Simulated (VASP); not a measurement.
The system is Na4Cu.

```
CELL_PARAMETERS angstrom
4.69827 0.00000 0.00000
-2.34913 4.06882 0.00000
0.00000 0.00000 5.01321
ATOMIC_POSITIONS crystal
Na 0.00000 0.00000 0.22693
Na 0.50000 0.00000 0.70469
Na 0.00000 0.50000 0.70469
Na 0.50000 0.50000 0.70469
Cu 0.00000 0.00000 0.67419
```

The cell was built from a structure type or drawn by symmetry, and may not be a known phase.

```yaml
Program: VASP 6.6.1
Task: relaxation of cell and atoms
Functional: PBE
Potentials_or_basis: VASP PAW PBE potentials, release 64 (Na_pv, Cu)
Cutoff: 600 eV
k_mesh: 6 × 6 × 4
Occupations: gaussian, width 0.1 eV
Spin: no spin polarisation
```

At the start: pressure 27.5 GPa; volume 19.17 Å³/atom.

Q: Where does the relaxation end?

A: Over 9 steps the energy falls by 1087.2 meV/atom and the volume is 37.91 Å³/atom (+97.8 %); space group P6mm (No. 183, to 0.1 Å) before and after.

Step by step:
```csv
step,energy change (eV),largest force (eV/Å),pressure (GPa),volume (Å³)
1,0.0000,2.0522,27.46,95.83
2,-4.8664,0.4151,3.94,148.25
3,-5.2538,0.2237,1.69,166.45
4,-5.4047,0.0897,-0.50,206.86
5,-5.4214,0.0506,-0.20,198.38
6,-5.4225,0.0369,-0.18,195.87
7,-5.4219,0.0233,-0.07,193.43
8,-5.4281,0.0209,0.00,192.38
9,-5.4359,0.0273,0.11,189.55
```

Final structure:
```xyz
5
Lattice="6.3750 0.0000 0.0000 -3.1875 5.5209 0.0000 0.0000 0.0000 5.3856" Properties=species:S:1:pos:R:3 pbc="T T T"
Na    0.0000    0.0000    1.0527
Na    3.1875    0.0000    3.8139
Na   -1.5937    2.7604    3.8139
Na    1.5937    2.7604    3.8139
Cu    0.0000    0.0000    3.7446
```

Caveat: the volume moved by over 15 % at a fixed basis, so the end points are rough.
